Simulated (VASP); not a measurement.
# WSe2 in VASP: single point with r2SCAN

Aim: the single point of WSe2 with r2SCAN.

Program: VASP 6.6.1. These are calculated values, not measurements. Logs are shortened: lines on timing, memory, paths and dates and some standing lists are left out, and cuts for length are marked.

## Step 1: The cell of the first run

The cell holds a slab with vacuum, 9 atoms: a = 3.314 Å, b = 3.314 Å, c = 29.800 Å, α = 90.00°, β = 90.00°, γ = 120.00°.

## Step 2: Single point, r2SCAN

File POSCAR:

```
WSe2
1.0
    3.3144241877      0.0000000000      0.0000000000
   -1.6572120938      2.8703755455      0.0000000000
    0.0000000000      0.0000000000     29.8000909169
W Se
3 6
Direct
    0.6666666667      0.3333333333      0.0000000000
    0.3333333333      0.6666666667      0.7699395271
    0.3333333333      0.6666666667      0.2300604729
    0.3333333333      0.6666666667      0.0557735250
    0.6666666667      0.3333333333      0.8257181836
    0.6666666667      0.3333333333      0.2857987548
    0.3333333333      0.6666666667      0.9442264750
    0.6666666667      0.3333333333      0.7142012452
    0.6666666667      0.3333333333      0.1742818164
```

File INCAR.step1:

```
SYSTEM = WSe2
PREC = Accurate ; ENCUT = 520
ISMEAR = 0 ; SIGMA = 0.02
LREAL = .False. ; LASPH = .True.
NELM = 60 ; NBANDS = 49
GGA = PE ; ALGO = Normal
EDIFF = 1E-4 ; LWAVE = .True.
LCHARG = .False.
```

File INCAR.step2:

```
SYSTEM = WSe2
PREC = Accurate ; ENCUT = 520
EDIFF = 1E-7 ; ISMEAR = 0
SIGMA = 0.02 ; LREAL = .False.
LASPH = .True. ; NELM = 60
ALGO = Normal ; ISIF = 2
LWAVE = .False. ; LCHARG = .False.
METAGGA = R2SCAN ; LMIXTAU = .True.
NBANDS = 49 ; ISTART = 1
```

File KPOINTS:

```
Automatic mesh
0
Gamma
  12 12 1
  0 0 0
```

Potentials or basis: VASP PAW PBE potentials, release 64 (W_sv, Se).

Started as:

```
cat potpaw_PBE.64/W_sv/POTCAR potpaw_PBE.64/Se/POTCAR > POTCAR
cp INCAR.step1 INCAR
mpirun -np 1 vasp_std > vasp.out
cp INCAR.step2 INCAR
mpirun -np 1 vasp_std > vasp.out
```

OUTCAR:

```text
SYSTEM = WSe2
   PREC = Accurate
   ENCUT = 520
   EDIFF = 1E-7
   ISMEAR = 0
   LREAL = .False.
   LASPH = .True.
   NELM = 60
   ISIF = 2
   METAGGA = R2SCAN
   ISTART = 1

 ion  position               nearest neighbor table
   1  0.667  0.333  0.000-   4 2.53   7 2.53   4 2.53   7 2.53   4 2.53   7 2.53
   2  0.333  0.667  0.770-   8 2.53   8 2.53   8 2.53   5 2.53   5 2.53   5 2.53
   3  0.333  0.667  0.230-   6 2.53   6 2.53   6 2.53   9 2.53   9 2.53   9 2.53
   4  0.333  0.667  0.056-   1 2.53   1 2.53   1 2.53
   5  0.667  0.333  0.826-   2 2.53   2 2.53   2 2.53
   6  0.667  0.333  0.286-   3 2.53   3 2.53   3 2.53
   7  0.333  0.667  0.944-   1 2.53   1 2.53   1 2.53
   8  0.667  0.333  0.714-   2 2.53   2 2.53   2 2.53
   9  0.667  0.333  0.174-   3 2.53   3 2.53   3 2.53

  LATTYP: Found a hexagonal cell.
 ALAT       =     3.3144241877
 C/A-ratio  =     8.9910310900

  Lattice vectors:

 A1 = (   3.3144241877,   0.0000000000,   0.0000000000)
 A2 = (  -1.6572120938,   2.8703755455,   0.0000000000)
 A3 = (   0.0000000000,   0.0000000000,  29.8000909169)

Analysis of symmetry for initial positions (statically):
=====================================================================
 Subroutine PRICEL returns:
 Original cell was already a primitive cell.

 Routine SETGRP: Setting up the symmetry group for a
 hexagonal supercell.

 Subroutine GETGRP returns: Found 12 space group operations
 (whereof 12 operations were pure point group operations)
 out of a pool of 24 trial point group operations.

The static configuration has the point symmetry D_3h.

Analysis of symmetry for dynamics (positions and initial velocities):
=====================================================================
 Subroutine PRICEL returns:
 Original cell was already a primitive cell.

 Routine SETGRP: Setting up the symmetry group for a
 hexagonal supercell.

 Subroutine GETGRP returns: Found 12 space group operations
 (whereof 12 operations were pure point group operations)
 out of a pool of 24 trial point group operations.

The dynamic configuration has the point symmetry D_3h.

 Subroutine INISYM returns: Found 12 space group operations
 (whereof 12 operations are pure point group operations),
 and found     1 'primitive' translations

----------------------------------------------------------------------------------------

                                     Primitive cell

  volume of cell :     283.5074

  direct lattice vectors                    reciprocal lattice vectors
     3.314424188  0.000000000  0.000000000     0.301711532  0.174193234  0.000000000
    -1.657212094  2.870375545  0.000000000     0.000000000  0.348386469  0.000000000
     0.000000000  0.000000000 29.800090917     0.000000000  0.000000000  0.033556945

  length of vectors
     3.314424188  3.314424188 29.800090917     0.348386469  0.348386469  0.033556945

  position of ions in fractional coordinates (direct lattice)
     0.666666667  0.333333333  0.000000000
     0.333333333  0.666666667  0.769939527
     0.333333333  0.666666667  0.230060473
     0.333333333  0.666666667  0.055773525
     0.666666667  0.333333333  0.825718184
     0.666666667  0.333333333  0.285798755
     0.333333333  0.666666667  0.944226475
     0.666666667  0.333333333  0.714201245
     0.666666667  0.333333333  0.174281816

  ion indices of the primitive-cell ions
   primitive index   ion index
                 1           1
                 2           2
                 3           3
                 4           4
                 5           5
                 6           6
                 7           7
                 8           8
                 9           9

----------------------------------------------------------------------------------------

 KPOINTS: Automatic mesh

Automatic generation of k-mesh.
 Grid dimensions read from file:
 generate k-points for:   12   12    1

 Generating k-lattice:

  Cartesian coordinates                     Fractional coordinates (reciprocal lattice)
     0.025142628  0.014516103  0.000000000     0.083333333  0.000000000  0.000000000
     0.000000000  0.029032206  0.000000000     0.000000000  0.083333333  0.000000000
     0.000000000  0.000000000  0.033556945     0.000000000  0.000000000  1.000000000

  Length of vectors
     0.029032206  0.029032206  0.033556945

  Shift w.r.t. Gamma in fractional coordinates (k-lattice)
     0.000000000  0.000000000  0.000000000

 Subroutine IBZKPT returns following result:
 ===========================================

 Found     19 irreducible k-points:

 Following reciprocal coordinates:
            Coordinates               Weight
  0.000000  0.000000  0.000000      1.000000
  0.083333  0.000000  0.000000      6.000000
  0.166667 -0.000000  0.000000      6.000000
  0.250000  0.000000  0.000000      6.000000
  0.333333  0.000000  0.000000      6.000000
  0.416667 -0.000000  0.000000      6.000000
[... 11 lines left out ...]
  0.333333  0.250000  0.000000     12.000000
  0.333333  0.333333  0.000000      2.000000
   k-points           NKPTS =     19   k-points in BZ     NKDIM =     19   number of bands    NBANDS=     49
   number of dos      NEDOS =    301   number of ions     NIONS =      9
   total plane-waves  NPLWV = 175616
   dimension x,y,z NGX =    28 NGY =   28 NGZ =  224
   dimension x,y,z NGXF=    56 NGYF=   56 NGZF=  448
   ions per type =               3   6
   NGX,Y,Z   is equivalent  to a cutoff of  14.04, 14.04, 12.50 a.u.
   NGXF,Y,Z  is equivalent  to a cutoff of  28.09, 28.09, 24.99 a.u.
 SYSTEM =  WSe2
   PREC   = accura    normal or accurate (medium, high low for compatibility)
   ISTART =      1    job   : 0-new  1-cont  2-samecut
   ICHARG =      0    charge: 1-file 2-atom 10-const
   ISPIN  =      1    spin polarized calculation?
   LNONCOLLINEAR =      F non collinear calculations
   LSORBIT =      F    spin-orbit coupling
   LASPH  =      T    aspherical Exc in radial PAW
   ENCUT  =  520.0 eV  38.22 Ry    6.18 a.u.   6.16  6.16 55.41*2*pi/ulx,y,z
   NELM   =     60;   NELMIN=  2; NELMDL=  0     # of ELM steps
   EDIFF  = 0.1E-06   stopping-criterion for ELM
   LREAL  =      F    real-space projection
   EDIFFG = 0.1E-05   stopping-criterion for IOM
   NSW    =      0    number of steps for IOM
   IBRION =     -1    ionic relax: 0-MD 1-quasi-New 2-CG
   NFREE  =      0    steps in history (QN), initial steepest desc. (CG)
   ISIF   =      2    stress and relaxation
   ISYM   =      2    0-nonsym 1-usesym 2-fastsym
   POTIM  = 0.5000    time-step for ionic-motion
   TEBEG  =    0.0;   TEEND  =   0.0 temperature during run
   PSTRESS=    0.0 pullay stress
   NELECT =      78.0000    total number of electrons
   NUPDOWN=      -1.0000    fix difference up-down
   EMIN   =  10.00;   EMAX   =-10.00  energy-range for DOS
   EFERMI =   0.00;   METHOD = LEGACY
   ISMEAR =     0;   SIGMA  =   0.02  broadening in eV -4-tet -1-fermi 0-gaus
   EFERMI_NEDOS =   21; number of points for ismear=-14 and -15
   IALGO  =     38    algorithm
   IMIX   =      4    mixing-type and parameters
     AMIX     =   0.40;   BMIX     =  1.00
     AMIX_MAG =   1.60;   BMIX_MAG =  1.00
  volume/ion in A,a.u.               =      31.50       212.58
  Fermi-wavevector in a.u.,A,eV,Ry     =   1.064760  2.012104 15.425102  1.133713
  Thomas-Fermi vector in A             =   2.200289
   LORBIT       =      0    0 simple, 1 ext, 2 COOP (PROOUT), +10 PAW based schemes
   METAGGA = R2SCAN    functional components
   LHFCALC =     F    Hartree Fock is set to
   AEXX    =    0.0000 exact exchange contribution
   IVDW    =     0    specifies the selected vdW correction
   LEPSILON=     F    determine dielectric tensor
   LRPA    =     F    only Hartree local field effects (RPA)
 non-spin polarized calculation
 Gauss-broadening in eV      SIGMA  =   0.02
  energy-cutoff  :      520.00
  volume of cell :      283.51
 maximum number of plane-waves:      7692
 NGX is ok and might be reduce to    28
   NGX = 13   NGY = 13   NGZ =111

 number of electron      77.9999987 magnetization

 Free energy of the ion-electron system (eV)
  ---------------------------------------------------
  ext. energy  EPLUGINS =         0.00000000
  ---------------------------------------------------
  free energy    TOTEN  =      -245.34461332 eV

  energy without entropy =     -245.34461332  energy(sigma->0) =     -245.34461332

 E-fermi :   2.1171     XC(G=0):  -7.7133

 val. band max:        1.9345891278   @ k =   0.0000   0.0000   0.0000
 cond. band min:       3.4417557154   @ k =   0.3333   0.3333   0.0000
 fundamental gap:      1.5071665876
 Fermi energy:         2.1171404048

 k-point     1 :       0.0000    0.0000    0.0000
  band No.  band energies     occupation
      1     -74.2059      2.00000
      2     -74.2047      2.00000
      3     -74.2047      2.00000
      4     -37.7844      2.00000
      5     -37.7829      2.00000
      6     -37.7829      2.00000
[... 41 lines left out ...]
     48       5.0698      0.00000
     49       5.0804      0.00000

 k-point     2 :       0.0833    0.0000    0.0000
  band No.  band energies     occupation
      1     -74.2052      2.00000
      2     -74.2040      2.00000
      3     -74.2040      2.00000
      4     -37.7814      2.00000
      5     -37.7799      2.00000
      6     -37.7799      2.00000
[... 41 lines left out ...]
     48       4.9654      0.00000
     49       5.0765      0.00000

 k-point     3 :       0.1667   -0.0000    0.0000
  band No.  band energies     occupation
      1     -74.2032      2.00000
      2     -74.2020      2.00000
      3     -74.2020      2.00000
      4     -37.7730      2.00000
      5     -37.7715      2.00000
      6     -37.7715      2.00000
[... 41 lines left out ...]
     48       4.7214      0.00000
     49       5.4985      0.00000

 k-point     4 :       0.2500    0.0000    0.0000
  band No.  band energies     occupation
      1     -74.2006      2.00000
      2     -74.1994      2.00000
      3     -74.1994      2.00000
      4     -37.7976      2.00000
      5     -37.7966      2.00000
      6     -37.7966      2.00000
[... 717 lines left out ...]
     48       5.2462      0.00000
     49       6.4240      0.00000

 k-point    18 :       0.3333    0.2500    0.0000
  band No.  band energies     occupation
      1     -74.1943      2.00000
      2     -74.1931      2.00000
      3     -74.1931      2.00000
      4     -37.8720      2.00000
      5     -37.8710      2.00000
      6     -37.8710      2.00000
[... 41 lines left out ...]
     48       5.2935      0.00000
     49       6.6161      0.00000

 k-point    19 :       0.3333    0.3333    0.0000
  band No.  band energies     occupation
      1     -74.1939      2.00000
      2     -74.1927      2.00000
      3     -74.1927      2.00000
      4     -37.8542      2.00000
      5     -37.8532      2.00000
      6     -37.8532      2.00000
[... 41 lines left out ...]
     48       5.5002      0.00000
     49       6.9097      0.00000

------------------------ aborting loop because EDIFF is reached ----------------------------------------

  FORCE on cell =-STRESS in cart. coord.  units (eV):
  Direction    XX          YY          ZZ          XY          YZ          ZX
  --------------------------------------------------------------------------------------
  -------------------------------------------------------------------------------------
  Total        0.3792922      0.3792922      0.3804263      0.0000000      0.0000000      0.0000000
  in kB        2.1434835      2.1434835      2.1498922      0.0000000      0.0000000      0.0000000
  external PRESSURE =       2.1456197 kB  Pullay stress =       0.0000000 kB

 VOLUME and BASIS-vectors are now :
 -----------------------------------------------------------------------------
  energy-cutoff  :      520.00
  volume of cell :      283.51
      direct lattice vectors                 reciprocal lattice vectors
     3.314424188  0.000000000  0.000000000     0.301711532  0.174193234  0.000000000
    -1.657212094  2.870375545  0.000000000     0.000000000  0.348386469  0.000000000
     0.000000000  0.000000000 29.800090917     0.000000000  0.000000000  0.033556945

 POSITION                                       TOTAL-FORCE (eV/Angst)
 -----------------------------------------------------------------------------------
      1.65721      0.95679      0.00000        -0.000000      0.000000      0.000000
     -0.00000      1.91358     22.94427        -0.000000     -0.000000     -0.000556
     -0.00000      1.91358      6.85582        -0.000000     -0.000000      0.000556
     -0.00000      1.91358      1.66206        -0.000000      0.000000      0.040655
      1.65721      0.95679     24.60648         0.000000      0.000000      0.040337
      1.65721      0.95679      8.51683         0.000000     -0.000000      0.040676
     -0.00000      1.91358     28.13803        -0.000000      0.000000     -0.040655
      1.65721      0.95679     21.28326         0.000000     -0.000000     -0.040676
      1.65721      0.95679      5.19361         0.000000      0.000000     -0.040337
 -----------------------------------------------------------------------------------
    total drift:                                0.000001     -0.000000     -0.000000

  FREE ENERGIE OF THE ION-ELECTRON SYSTEM (eV)
  ---------------------------------------------------
  free  energy   TOTEN  =      -245.3446133249 eV

  energy  without entropy=     -245.3446133249  energy(sigma->0) =     -245.34461332
```

Run time: 16 min. Hardware: 1 thread of Intel Xeon Platinum 8488C (Sapphire Rapids), shared host; peak memory 0.58 GiB.

What came out:

* Free energy: -245.3446 eV
* Largest force: 0.041 eV/Å
* Band gap on the k mesh: 1.51 eV (least direct gap 1.60 eV)

Forces in eV/Å, atoms in the order of the input:
```
W    0.000  0.000  0.000
W    0.000  0.000 -0.001
W    0.000  0.000  0.001
Se   0.000  0.000  0.041
Se   0.000  0.000  0.040
Se   0.000  0.000  0.041
Se   0.000  0.000 -0.041
Se   0.000  0.000 -0.041
Se   0.000  0.000 -0.040
```

Levels at points of the mesh, in eV from the valence-band top:
| k point | band 35 | band 36 | band 37 | band 38 | band 39 | band 40 | band 41 | band 42 | band 43 | band 44 |
| --- | --- | --- | --- | --- | --- | --- | --- | --- | --- | --- |
| (0.00, 0.00, 0.00) | -1.51 | -1.51 | -0.61 | -0.26 | 0.00 | 2.94 | 2.94 | 2.95 | 2.95 | 2.95 |
| (0.50, 0.00, 0.00) | -1.24 | -1.20 | -1.20 | -1.17 | -1.14 | 2.36 | 2.37 | 2.37 | 2.69 | 2.76 |

Caveat: the PAW data sets were made with another functional, which shifts forces and pressure a little; spin-orbit coupling is left out, which moves the levels of the heavy elements.
